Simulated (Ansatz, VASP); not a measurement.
## MgSi: VASP beside Ansatz

```
Mg Si
1.0
     1.49664   -5.53823    0.00000
     1.49664    5.53823    0.00000
     0.00000    0.00000    4.47689
Mg Si
2 2
Direct
  0.83943 0.16057 0.75000
  0.16057 0.83943 0.25000
  0.42972 0.57028 0.25000
  0.57028 0.42972 0.75000
```

Alike in both runs: task single point; functional PBEsol; k mesh 14 × 14 × 10; occupations gaussian, width 0.1 eV; no spin polarisation.

|  | VASP | Ansatz |
| --- | --- | --- |
| version | VASP 6.6.1 | Ansatz 0.2.0 |
| potentials or method | VASP PAW PBE potentials, release 64 (Mg, Si), cutoff 520 eV | scalar-relativistic, plane waves, PAW |
| valence electrons in the cell | 12 | 28 |

```tsv
	VASP	Ansatz	Ansatz less VASP
gap on the k mesh at the Fermi level (eV)	none	none	-
pressure (GPa)	-3.8	-3.7	+0.05
traceless stress, the component that is largest in VASP (GPa)	-1.11	-1.09	+0.015
rms of the force components (eV/Å)	0.041	0.042	+0.0004
```

VASP's potentials were made for PBE, not for PBEsol. Atom by atom the forces differ by 0.002 eV/Å (rms over components). A gap of «none» marks a metal or a gap that the smearing closes. VASP's potentials hold 12 valence electrons a cell and Ansatz's 28, so a difference there can come from the potentials and not from the codes.
